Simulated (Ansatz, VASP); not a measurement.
**NbInS4 in VASP and in Ansatz**

INCAR

```
SYSTEM = NbInS4
  PREC = Accurate
  ENCUT = 520
  EDIFF = 1E-6
  ISMEAR = 0
  SIGMA = 0.1
  LREAL = .False.
  LASPH = .True.
  NELM = 150
  ALGO = Normal
  ISIF = 2
  LWAVE = .False.
  LCHARG = .False.
  ISPIN = 2
  MAGMOM = 2.75 -0.01 -0.19 -0.13 -0.13 -0.13
  LORBIT = 11
  LMAXMIX = 4
  GGA = PE
  NBANDS = 38
```

Contents of KPOINTS:

```
Automatic mesh
0
Gamma
  3 3 4
  0 0 0
```

File POSCAR:

```
NbInS4
1.0
    5.7629520900      0.0000000000      0.0000000000
   -2.8814760400      4.9908629100      0.0000000000
    0.0000000000      0.0000000000      4.7089266200
Nb In S
1 1 4
Direct
    0.6666666700      0.3333333300      0.0000000000
    0.0000000000      0.0000000000      0.0000000000
    0.3333333300      0.6666666700      0.0000000000
    0.6595750800      0.8297875400      0.5000000000
    0.1702124600      0.8297875400      0.5000000000
    0.1702124600      0.3404249200      0.5000000000
```

Input for Ansatz:

```yaml
crystal:
  lattice:
    - [5.76295209, 0.0, 0.0]
    - [-2.88147604, 4.99086291, 0.0]
    - [0.0, 0.0, 4.70892662]
  atoms:
    - { symbol: Nb, position: [0.66666667, 0.33333333, 0.0] }
    - { symbol: In, position: [0.0, 0.0, 0.0] }
    - { symbol: S, position: [0.33333333, 0.66666667, 0.0] }
    - { symbol: S, position: [0.65957508, 0.82978754, 0.5] }
    - { symbol: S, position: [0.17021246, 0.82978754, 0.5] }
    - { symbol: S, position: [0.17021246, 0.34042492, 0.5] }
basis:
  ecutwfc: 420
kpoints:
  mp_grid: { grid: [3, 3, 4] }
hamiltonian:
  xc: pbe
scf:
  occupations: { method: gaussian, width: 0.1 }
  lower_state_search: "off"
output:
  forces: true
  stress: true
  eigenvalues: true
  populations: true
magnetization:
  spin_polarized: true
```

Change from the starting cell: species swapped into the PrCu4Pd type (P-6m2, No. 187).

Alike in both runs: task single point; functional PBE; k mesh 3 × 3 × 4; occupations gaussian, width 0.1 eV; collinear spin.

|  | VASP | Ansatz |
| --- | --- | --- |
| version | VASP 6.6.1 | Ansatz 0.2.0 |
| potentials or method | VASP PAW PBE potentials, release 64 (Nb_sv, In_d, S), cutoff 520 eV | scalar-relativistic, plane waves, PAW |
| valence electrons in the cell | 50 | 50 |

```csv
,VASP,Ansatz,Ansatz less VASP
gap on the k mesh at the Fermi level (eV),none,none,-
pressure (GPa),-5.9,-5.9,+0.06
"traceless stress, the component that is largest in VASP (GPa)",1.57,1.57,+0.001
rms of the force components (eV/Å),0.133,0.133,0.0000
net moment per atom (μB),0.42,0.41,-0.002
size of the moment on the site where the two differ most (μB),2.21,2.50,+0.296
```

Site moments also hang on the region over which each program counts them. Atom by atom the forces differ by 0.000 eV/Å (rms over components). A gap of «none» marks a metal or a gap that the smearing closes. Ansatz's warnings: no starting moments.

The k mesh is coarse, so the values compare programs but aren't converged.
